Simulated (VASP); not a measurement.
# PbO (P4/nmm) in VASP: further runs

The runs below take PbO through single point, relaxation of volume and atoms at fixed shape, with LDA.

Program: VASP 6.6.1. These are calculated values, not measurements. Logs are shortened: lines on timing, memory, paths and dates and some standing lists are left out, and cuts for length are marked.

## (1) The cell of the first run

Symmetry: P4/nmm, No. 129, tetragonal system. The conventional cell has a = 3.937 Å, b = 3.937 Å, c = 4.943 Å, α = 90.00°, β = 90.00°, γ = 90.00°. Within 3.0 Å of Pb (site symmetry 4mm) lie 4 O at 2.30 Å. Within 3.0 Å of O (site symmetry -4m2) lie 4 Pb at 2.30 Å and 4 O at 2.78 Å.

## (2) Single point, LDA

Contents of INCAR:

```
SYSTEM = PbO
PREC     = Accurate       ! precision mode
ENCUT    = 520            ! plane-wave cutoff, eV
EDIFF    = 1E-6           ! SCF threshold, eV
ISMEAR   = 0              ! smearing method
SIGMA    = 0.01           ! smearing width, eV
LREAL    = .False.        ! projectors in reciprocal space
LASPH    = .True.         ! aspherical terms in the spheres
NELM     = 80             ! most SCF steps
ALGO     = Normal         ! electronic algorithm
ISIF     = 2              ! what is computed and relaxed
LWAVE    = .False.        ! write WAVECAR
LCHARG   = .False.        ! write CHGCAR
NBANDS   = 28             ! bands
```

Contents of KPOINTS:

```
regular mesh
0
Gamma
  6 6 5
  0 0 0
```

Contents of POSCAR:

```
PbO
1.0
    3.9366487420      0.0000000000      0.0000000000
    0.0000000000      3.9366487420      0.0000000000
    0.0000000000      0.0000000000      4.9430100745
Pb O
2 2
Direct
    0.0000000000      0.5000000000      0.2391079569
    0.5000000000      0.0000000000      0.7608920431
    0.0000000000      0.0000000000      0.0000000000
    0.5000000000      0.5000000000      0.0000000000
```

Potentials or basis: VASP PAW LDA potentials, release 64 (Pb_d, O).

Launch:

```
$ cat potpaw_LDA.64/Pb_d/POTCAR potpaw_LDA.64/O/POTCAR > POTCAR
$ mpirun -np 1 vasp_std > vasp.out
```

OUTCAR:

```text
SYSTEM = PbO
   PREC = Accurate
   ENCUT = 520
   EDIFF = 1E-6
   ISMEAR = 0
   LREAL = .False.
   LASPH = .True.
   NELM = 80
   ISIF = 2

 ion  position               nearest neighbor table
   1  0.000  0.500  0.239-   3 2.30   4 2.30   3 2.30   4 2.30   2 3.65   2 3.65   2 3.65   2 3.65
                             2 3.79   2 3.79   2 3.79   2 3.79
   2  0.500  0.000  0.761-   3 2.30   4 2.30   4 2.30   3 2.30   1 3.65   1 3.65   1 3.65   1 3.65
                             1 3.79   1 3.79   1 3.79   1 3.79
   3  0.000  0.000  0.000-   1 2.30   2 2.30   1 2.30   2 2.30
   4  0.500  0.500  0.000-   1 2.30   2 2.30   2 2.30   1 2.30

  LATTYP: Found a simple tetragonal cell.
 ALAT       =     3.9366487420
 C/A-ratio  =     1.2556390977

  Lattice vectors:

 A1 = (   3.9366487420,   0.0000000000,   0.0000000000)
 A2 = (   0.0000000000,   3.9366487420,   0.0000000000)
 A3 = (   0.0000000000,   0.0000000000,   4.9430100745)

Analysis of symmetry for initial positions (statically):
=====================================================================
 Subroutine PRICEL returns:
 Original cell was already a primitive cell.

 Routine SETGRP: Setting up the symmetry group for a
 simple tetragonal supercell.

 Subroutine GETGRP returns: Found 16 space group operations
 (whereof  8 operations were pure point group operations)
 out of a pool of 16 trial point group operations.

The static configuration has the point symmetry D_2d.
 The point group associated with its full space group is D_4h.

Analysis of symmetry for dynamics (positions and initial velocities):
=====================================================================
 Subroutine PRICEL returns:
 Original cell was already a primitive cell.

 Routine SETGRP: Setting up the symmetry group for a
 simple tetragonal supercell.

 Subroutine GETGRP returns: Found 16 space group operations
 (whereof  8 operations were pure point group operations)
 out of a pool of 16 trial point group operations.

The dynamic configuration has the point symmetry D_2d.
 The point group associated with its full space group is D_4h.

 Subroutine INISYM returns: Found 16 space group operations
 (whereof  8 operations are pure point group operations),
 and found     1 'primitive' translations

----------------------------------------------------------------------------------------

                                     Primitive cell

  volume of cell :      76.6028

  direct lattice vectors                    reciprocal lattice vectors
     3.936648742  0.000000000  0.000000000     0.254023172  0.000000000  0.000000000
     0.000000000  3.936648742  0.000000000     0.000000000  0.254023172  0.000000000
     0.000000000  0.000000000  4.943010075     0.000000000  0.000000000  0.202305879

  length of vectors
     3.936648742  3.936648742  4.943010075     0.254023172  0.254023172  0.202305879

  position of ions in fractional coordinates (direct lattice)
     0.000000000  0.500000000  0.239107957
     0.500000000  0.000000000  0.760892043
     0.000000000  0.000000000  0.000000000
     0.500000000  0.500000000  0.000000000

  ion indices of the primitive-cell ions
   primitive index   ion index
                 1           1
                 2           2
                 3           3
                 4           4

----------------------------------------------------------------------------------------

 KPOINTS: regular mesh

Automatic generation of k-mesh.
 Grid dimensions read from file:
 generate k-points for:    6    6    5

 Generating k-lattice:

  Cartesian coordinates                     Fractional coordinates (reciprocal lattice)
     0.042337195  0.000000000  0.000000000     0.166666667  0.000000000  0.000000000
     0.000000000  0.042337195  0.000000000     0.000000000  0.166666667  0.000000000
     0.000000000  0.000000000  0.040461176     0.000000000  0.000000000  0.200000000

  Length of vectors
     0.042337195  0.042337195  0.040461176

  Shift w.r.t. Gamma in fractional coordinates (k-lattice)
     0.000000000  0.000000000  0.000000000

 Subroutine IBZKPT returns following result:
 ===========================================

 Found     30 irreducible k-points:

 Following reciprocal coordinates:
            Coordinates               Weight
  0.000000  0.000000  0.000000      1.000000
  0.166667  0.000000  0.000000      4.000000
  0.333333  0.000000  0.000000      4.000000
  0.500000  0.000000  0.000000      2.000000
  0.166667  0.166667  0.000000      4.000000
  0.333333  0.166667  0.000000      8.000000
[... 16 lines left out ...]
  0.333333  0.000000  0.400000      8.000000
  0.500000  0.000000  0.400000      4.000000
 [... further k-points ...]
   k-points           NKPTS =     30   k-points in BZ     NKDIM =     30   number of bands    NBANDS=     28
   number of dos      NEDOS =    301   number of ions     NIONS =      4
   total plane-waves  NPLWV =  36000
   dimension x,y,z NGX =    30 NGY =   30 NGZ =   40
   dimension x,y,z NGXF=    60 NGYF=   60 NGZF=   80
   ions per type =               2   2
   NGX,Y,Z   is equivalent  to a cutoff of  12.67, 12.67, 13.45 a.u.
   NGXF,Y,Z  is equivalent  to a cutoff of  25.34, 25.34, 26.91 a.u.
 SYSTEM =  PbO
   PREC   = accura    normal or accurate (medium, high low for compatibility)
   ISTART =      0    job   : 0-new  1-cont  2-samecut
   ICHARG =      2    charge: 1-file 2-atom 10-const
   ISPIN  =      1    spin polarized calculation?
   LNONCOLLINEAR =      F non collinear calculations
   LSORBIT =      F    spin-orbit coupling
   LASPH  =      T    aspherical Exc in radial PAW
   ENCUT  =  520.0 eV  38.22 Ry    6.18 a.u.   7.32  7.32  9.19*2*pi/ulx,y,z
   NELM   =     80;   NELMIN=  2; NELMDL= -5     # of ELM steps
   EDIFF  = 0.1E-05   stopping-criterion for ELM
   LREAL  =      F    real-space projection
   EDIFFG = 0.1E-04   stopping-criterion for IOM
   NSW    =      0    number of steps for IOM
   IBRION =     -1    ionic relax: 0-MD 1-quasi-New 2-CG
   NFREE  =      0    steps in history (QN), initial steepest desc. (CG)
   ISIF   =      2    stress and relaxation
   ISYM   =      2    0-nonsym 1-usesym 2-fastsym
   POTIM  = 0.5000    time-step for ionic-motion
   TEBEG  =    0.0;   TEEND  =   0.0 temperature during run
   PSTRESS=    0.0 pullay stress
   NELECT =      40.0000    total number of electrons
   NUPDOWN=      -1.0000    fix difference up-down
   EMIN   =  10.00;   EMAX   =-10.00  energy-range for DOS
   EFERMI =   0.00;   METHOD = LEGACY
   ISMEAR =     0;   SIGMA  =   0.01  broadening in eV -4-tet -1-fermi 0-gaus
   EFERMI_NEDOS =   21; number of points for ismear=-14 and -15
   IALGO  =     38    algorithm
   IMIX   =      4    mixing-type and parameters
     AMIX     =   0.40;   BMIX     =  1.00
     AMIX_MAG =   1.60;   BMIX_MAG =  1.00
  volume/ion in A,a.u.               =      19.15       129.24
  Fermi-wavevector in a.u.,A,eV,Ry     =   1.318297  2.491220 23.645655  1.737907
  Thomas-Fermi vector in A             =   2.448277
   LORBIT       =      0    0 simple, 1 ext, 2 COOP (PROOUT), +10 PAW based schemes
   GGA     = CA    functional components
   LHFCALC =     F    Hartree Fock is set to
   AEXX    =    0.0000 exact exchange contribution
   IVDW    =     0    specifies the selected vdW correction
   LEPSILON=     F    determine dielectric tensor
   LRPA    =     F    only Hartree local field effects (RPA)
 non-spin polarized calculation
 Gauss-broadening in eV      SIGMA  =   0.01
  energy-cutoff  :      520.00
  volume of cell :       76.60
 maximum number of plane-waves:      2075
 NGX is ok and might be reduce to    30
   NGX = 15   NGY = 15   NGZ = 19

 number of electron      39.9999986 magnetization

 Free energy of the ion-electron system (eV)
  ---------------------------------------------------
  ext. energy  EPLUGINS =         0.00000000
  ---------------------------------------------------
  free energy    TOTEN  =       -24.40242839 eV

  energy without entropy =      -24.40242839  energy(sigma->0) =      -24.40242839

 E-fermi :   5.3656     XC(G=0): -10.4883

 val. band max:        5.2576041077   @ k =   0.0000   0.0000   0.0000
 cond. band min:       6.3189818688   @ k =   0.5000   0.5000   0.0000
 fundamental gap:      1.0613777611
 Fermi energy:         5.3655636548

 k-point     1 :       0.0000    0.0000    0.0000
  band No.  band energies     occupation
      1     -13.1878      2.00000
      2     -12.5931      2.00000
      3     -10.7731      2.00000
      4     -10.7731      2.00000
      5     -10.6951      2.00000
      6     -10.6861      2.00000
[... 20 lines left out ...]
     27      12.7091      0.00000
     28      13.2240      0.00000

 k-point     2 :       0.1667    0.0000    0.0000
  band No.  band energies     occupation
      1     -13.1218      2.00000
      2     -12.6140      2.00000
      3     -10.7574      2.00000
      4     -10.7556      2.00000
      5     -10.6709      2.00000
      6     -10.6675      2.00000
[... 20 lines left out ...]
     27      13.0102      0.00000
     28      14.9016      0.00000

 k-point     3 :       0.3333    0.0000    0.0000
  band No.  band energies     occupation
      1     -12.9682      2.00000
      2     -12.6844      2.00000
      3     -10.7159      2.00000
      4     -10.7103      2.00000
      5     -10.6388      2.00000
      6     -10.6203      2.00000
[... 20 lines left out ...]
     27      13.4709      0.00000
     28      15.9990      0.00000

 k-point     4 :       0.5000    0.0000    0.0000
  band No.  band energies     occupation
      1     -12.8075      2.00000
      2     -12.8075      2.00000
      3     -10.6641      2.00000
      4     -10.6641      2.00000
      5     -10.6614      2.00000
      6     -10.6614      2.00000
[... 578 lines left out ...]
     27      14.1040      0.00000
     28      15.0734      0.00000

 k-point    23 :       0.3333    0.0000    0.4000
  band No.  band energies     occupation
      1     -12.9707      2.00000
      2     -12.6871      2.00000
      3     -10.7339      2.00000
      4     -10.6838      2.00000
      5     -10.6751      2.00000
      6     -10.6466      2.00000
[... 20 lines left out ...]
     27      14.2678      0.00000
     28      15.7124      0.00000

 k-point    24 :       0.5000    0.0000    0.4000
  band No.  band energies     occupation
      1     -12.8194      2.00000
      2     -12.8194      2.00000
      3     -10.7236      2.00000
      4     -10.7236      2.00000
      5     -10.6490      2.00000
      6     -10.6490      2.00000
[... 20 lines left out ...]
     27      14.7279      0.00000
     28      14.7279      0.00000

 [... further k-points ...]
[... 5 lines left out ...]
  --------------------------------------------------------------------------------------
  -------------------------------------------------------------------------------------
  Total        0.1647173      0.1647173      0.0320120      0.0000000      0.0000000      0.0000000
  in kB        3.4451250      3.4451250      0.6695440      0.0000000      0.0000000      0.0000000
  external PRESSURE =       2.5199314 kB  Pullay stress =       0.0000000 kB

 VOLUME and BASIS-vectors are now :
 -----------------------------------------------------------------------------
  energy-cutoff  :      520.00
  volume of cell :       76.60
      direct lattice vectors                 reciprocal lattice vectors
     3.936648742  0.000000000  0.000000000     0.254023172  0.000000000  0.000000000
     0.000000000  3.936648742  0.000000000     0.000000000  0.254023172  0.000000000
     0.000000000  0.000000000  4.943010075     0.000000000  0.000000000  0.202305879

 POSITION                                       TOTAL-FORCE (eV/Angst)
 -----------------------------------------------------------------------------------
      0.00000      1.96832      1.18191         0.000000      0.000000      0.078411
      1.96832      0.00000      3.76110         0.000000      0.000000     -0.078411
      0.00000      0.00000      0.00000         0.000000     -0.000000      0.000000
      1.96832      1.96832      0.00000         0.000000      0.000000      0.000000
 -----------------------------------------------------------------------------------
    total drift:                                0.000000      0.000000     -0.000000

  FREE ENERGIE OF THE ION-ELECTRON SYSTEM (eV)
  ---------------------------------------------------
  free  energy   TOTEN  =       -24.4024283899 eV

  energy  without entropy=      -24.4024283899  energy(sigma->0) =      -24.40242839
```

It took 1.8 min on 1 thread of Intel Xeon 8259CL, shared host; peak memory 0.19 GiB.

Results:

* Free energy: -24.4024 eV
* Pressure: 0.3 GPa
* Largest force: 0.078 eV/Å
* Band gap on the k mesh: 1.06 eV (least direct gap 2.22 eV)

Forces on the atoms (eV/Å):
```
Pb   0.000  0.000  0.078
Pb   0.000  0.000 -0.078
O    0.000  0.000  0.000
O    0.000  0.000  0.000
```

Levels at points of the mesh, in eV from the valence-band top:
```csv
k point,band 17,band 18,band 19,band 20,band 21,band 22,band 23,band 24
"(0.00, 0.00, 0.00)",-1.84,-1.80,-1.80,0.00,2.43,5.46,5.61,5.61
"(0.50, 0.00, 0.00)",-3.21,-3.21,-1.80,-1.80,3.40,3.40,6.65,6.65
"(0.50, 0.50, 0.00)",-1.71,-1.71,-1.16,-1.16,1.06,1.06,5.21,5.21
```

Caveat: spin-orbit coupling is left out, which moves the levels of the heavy elements. A k mesh can miss the band edges.

(Continued in part 2 of 2.)
